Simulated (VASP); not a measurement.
Input of a VASP 6.6.1 run:

The input INCAR:

```
SYSTEM = Te2Mo
  PREC = Accurate
  ENCUT = 500
  EDIFF = 1E-6
  ISMEAR = 0
  SIGMA = 0.02
  LREAL = .False.
  LASPH = .True.
  NELM = 120
  ALGO = Normal
  ISIF = 2
  LWAVE = .False.
  LCHARG = .False.
  NBANDS = 20
  GGA_COMPAT = .False.
```

The input KPOINTS:

```
Automatic mesh
0
Gamma
  12 12 2
  0 0 0
```

The input POSCAR:

```
Te2Mo
1.0
    3.4665480208      0.0000000000      0.0000000000
   -1.7332740104      3.0021186495      0.0000000000
    0.0000000000      0.0000000000     18.3082028371
Te Mo
2 1
Direct
    0.3333333333      0.6666666667      0.9019347954
    0.3333333333      0.6666666667      0.0980652046
    0.0000000000      0.0000000000      0.0000000000
```

Potentials or basis: VASP PAW LDA potentials, release 64 (Te, Mo_sv).

The run is started by

```sh
$ cat potpaw_LDA.64/Te/POTCAR potpaw_LDA.64/Mo_sv/POTCAR > POTCAR
$ mpirun -np 1 vasp_std > vasp.out
```

**Question.** Predict the largest force.

**Answer.** 0.051 eV/Å.

**Question.** What does it give for the band gap on the k mesh?

**Answer.** 1.24 eV, direct.

Forces on the atoms (eV/Å):
```
Te   0.000  0.000 -0.051
Te   0.000  0.000  0.051
Mo   0.000  0.000  0.000
```

Caveat: the cell differs from its parent crystal (strain along c alone, the other axes held: +4.5 %, then relaxed in part); spin-orbit coupling is left out, which moves the levels of the heavy elements.
